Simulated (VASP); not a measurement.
Wanted: the native input for a VASP 6.6.1 run.

```
Task                               : single point
Functional                         : PBE-based global hybrid with 30 % exact exchange
Potentials or basis                : VASP PAW PBE potentials, release 64 (Ag, Cl)
Cutoff                             : 520 eV
k mesh                             : 4 × 4 × 4
Occupations                        : gaussian, width 0.01 eV
Spin                               : no spin polarisation
Dipole correction                  : no
Grid for exact exchange (PRECFOCK) : Normal
Share of exact exchange            : 0.3
Further INCAR settings             : ALGO = Normal; EDIFF = 1e-06; NBANDS = 16
```

Crystal: AgCl.

```xyz
2
Lattice="0.0000 2.9932 2.9932 2.9932 0.0000 2.9932 2.9932 2.9932 0.0000" Properties=species:S:1:pos:R:3 pbc="T T T"
Ag    0.0000    0.0000    0.0000
Cl    1.4966    1.4966    1.4966
```

One way to write it, as run:

POSCAR

```
AgCl
1.0
    0.0000000000      2.9932461729      2.9932461729
    2.9932461729      0.0000000000      2.9932461729
    2.9932461729      2.9932461729      0.0000000000
Ag Cl
1 1
Direct
    0.0000000000      0.0000000000      0.0000000000
    0.2500000000      0.2500000000      0.2500000000
```

INCAR.step1

```
PREC = Accurate ; ENCUT = 520
EDIFF = 1E-5 ; ISMEAR = 0
SIGMA = 0.01 ; LREAL = F
LASPH = T ; NELM = 80
ALGO = Normal ; ISIF = 2
LWAVE = T ; LCHARG = F
GGA = PE ; NBANDS = 16
```

INCAR.step2

```
PREC = Accurate ; ENCUT = 520
EDIFF = 1E-6 ; ISMEAR = 0
SIGMA = 0.01 ; LREAL = F
LASPH = T ; NELM = 80
ALGO = Normal ; ISIF = 2
LWAVE = F ; LCHARG = F
GGA = PE ; LHFCALC = T
AEXX = 0.3 ; PRECFOCK = Normal
ISTART = 1 ; NBANDS = 16
```

KPOINTS

```
regular mesh
0
Gamma
  4 4 4
```

Potentials or basis: VASP PAW PBE potentials, release 64 (Ag, Cl).

The run is started by

```console
$ cat potpaw_PBE.64/Ag/POTCAR potpaw_PBE.64/Cl/POTCAR > POTCAR
$ cp INCAR.step1 INCAR
$ mpirun -np 1 vasp_std > vasp.out
$ cp INCAR.step2 INCAR
$ mpirun -np 1 vasp_std > vasp.out
```

It gave:

- Pressure: 0.8 GPa
- Band gap on the k mesh: 3.89 eV

Caveat: the k points lie up to 0.45 Å⁻¹ apart; the structure was generated, so it needn't be the stable form of AgCl; the PAW data sets were made with another functional, which shifts forces and pressure a little.

Wall time 4.2 min on 1 thread of Intel(R) Xeon(R) Platinum 8488C (Sapphire Rapids) (shared host), peak memory 0.18 GiB.
